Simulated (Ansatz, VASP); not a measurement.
**One calculation of Ta, two programs**

The input INCAR:

```
SYSTEM = Ta
PREC = Accurate ; ENCUT = 520
EDIFF = 1E-6 ; ISMEAR = 1
SIGMA = 0.1 ; LREAL = .FALSE.
LASPH = .TRUE. ; NELM = 100
ALGO = Normal ; ISIF = 2
LWAVE = .FALSE. ; LCHARG = .FALSE.
GGA = PE ; NBANDS = 12
```

The input KPOINTS:

```
regular mesh
0
G
  13 13 13
  0 0 0
```

Contents of POSCAR:

```
Ta
1.0
   -1.6607181506      1.6607181506      1.6607181506
    1.6607181506     -1.6607181506      1.6607181506
    1.6607181506      1.6607181506     -1.6607181506
Ta
1
Direct
    0.0000000000      0.0000000000      0.0000000000
```

Input for Ansatz:

```yaml
crystal:
  lattice:
    - [-1.6607181506, 1.6607181506, 1.6607181506]
    - [1.6607181506, -1.6607181506, 1.6607181506]
    - [1.6607181506, 1.6607181506, -1.6607181506]
  atoms:
    - { symbol: Ta, position: [0.0, 0.0, 0.0] }
hamiltonian:
  xc: pbe
  pseudopotentials:
    kind: paw
    azcp:
      Ta: "pseudopotentials/Ta.paw.azcp"
basis:
  ecutwfc: 420
  fft_grid_basis: typed
kpoints:
  mp_grid: { grid: [13, 13, 13], shift: [0, 0, 0] }
magnetization:
  spin_polarized: false
scf:
  occupations: { method: methfessel_paxton, width: 0.1 }
  lower_state_search: "off"
output:
  stress: true
```

Alike in both runs: task single point; functional PBE; k mesh 13 × 13 × 13; occupations methfessel-paxton of order 1, width 0.1 eV; no spin polarisation.

|  | VASP | Ansatz |
| --- | --- | --- |
| version | VASP 6.6.1 | Ansatz 0.2.0 |
| potentials or method | VASP PAW PBE potentials, release 64 (Ta_pv), cutoff 520 eV | plane waves (420 eV) with PAW, scalar-relativistic |
| valence electrons in the cell | 11 | 13 |

|  | VASP | Ansatz | Ansatz less VASP |
| --- | --- | --- | --- |
| pressure (GPa) | 0.4 | 0.3 | -0.09 |

VASP's potentials hold 11 valence electrons a cell and Ansatz's 13, so a difference there can come from the potentials and not from the codes.

Spin-orbit coupling is off throughout.
